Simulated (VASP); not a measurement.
Here is a VASP 6.6.1 calculation.

Contents of INCAR:

```
  ALGO = Fast
  EDIFF = 1E-7
  ENCUT = 520
  GGA = PE
  ISIF = 2
  ISMEAR = 0
  LASPH = T
  LCHARG = F
  LREAL = F
  LWAVE = F
  NBANDS = 44
  NELM = 100
  PREC = Accurate
  SIGMA = 0.1
```

Contents of KPOINTS:

```
k-points
0
Gamma
  9 9 8
```

Contents of POSCAR:

```
CoSn
1.0
    5.4675858674      0.0000000000      0.0000000000
   -2.7337929337      4.7350682585      0.0000000000
    0.0000000000      0.0000000000      4.3667966664
Co Sn
3 3
Direct
    0.0000000000      0.5000000000      0.0000000000
    0.5000000000      0.5000000000      0.0000000000
    0.5000000000      0.0000000000      0.0000000000
    0.6666666667      0.3333333333      0.5000000000
    0.3333333333      0.6666666667      0.5000000000
    0.0000000000      0.0000000000      0.0000000000
```

Potentials or basis: VASP PAW PBE potentials, release 64 (Co, Sn_d).

Run with:

```sh
$ cat potpaw_PBE.64/Co/POTCAR potpaw_PBE.64/Sn_d/POTCAR > POTCAR
$ mpirun -np 1 vasp_std > vasp.out
```

(1) What does it give for the band gap on the k mesh?

(2) What does it give for the pressure?

Answers

(1) zero (an odd number of electrons rules out a gap without spin polarisation).

(2) -9.7 GPa.

Caveat: the cell stands under tension; spin-orbit coupling is left out, which moves the levels of the heavy elements; the run has no spin polarisation, though such a crystal can be magnetic.
